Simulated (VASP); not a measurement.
# NaI: elastic constants with PBEsol

The system is NaI.

```
Na I
1.0
     0.00000    3.20172    3.20172
     3.20172    0.00000    3.20172
     3.20172    3.20172    0.00000
Na I
1 1
Cartesian
  0.0000 0.0000 0.0000
  3.2017 3.2017 3.2017
```

| Property | Result |
| --- | --- |
| Program | VASP 6.6.1 |
| Task | elastic constants |
| Functional | PBEsol |
| Potentials or basis | VASP PAW PBE potentials, release 64 (Na_pv, I) |
| Cutoff | 600 eV |
| k mesh | 6 × 6 × 6 |
| Occupations | gaussian, width 0.01 eV |
| Spin | no spin polarisation |
| Dipole correction | no |
| Ions in elastic constants | relaxed |
| Further INCAR settings | ALGO = Normal; EDIFF = 1e-08; IBRION = 6; POTIM = 0.015; NSW = 1; ISIF = 3 |

```json
{"Elastic constants C11, C12, C44": "36, 8, 7 GPa", "Voigt bulk modulus": "17 GPa", "Highest phonon frequency at Γ, LO-TO splitting left out": "119 cm⁻¹"}
```

Phonon frequencies in cm⁻¹ (negative: imaginary):
| q point | frequencies |
| --- | --- |
| (0.000, 0.000, 0.000) | 0 0 0 119 119 119 |

Elastic tensor in Voigt notation (GPa, in the Cartesian axes of the cell as first typed):
```
36  8  8  0  0  0
 8 36  8  0  0  0
 8  8 36  0  0  0
 0  0  0  7  0  0
 0  0  0  0  7  0
 0  0  0  0  0  7
```

Clamped-ion elastic tensor (GPa):
```
36  8  8  0  0  0
 8 36  8  0  0  0
 8  8 36  0  0  0
 0  0  0  7  0  0
 0  0  0  0  7  0
 0  0  0  0  0  7
```

It took 3.8 min on 1 thread of Intel(R) Xeon(R) Platinum 8488C (Sapphire Rapids) (shared host), peak memory 0.28 GiB.

Caveat: the PAW data sets were made with another functional, which shifts forces and pressure a little.
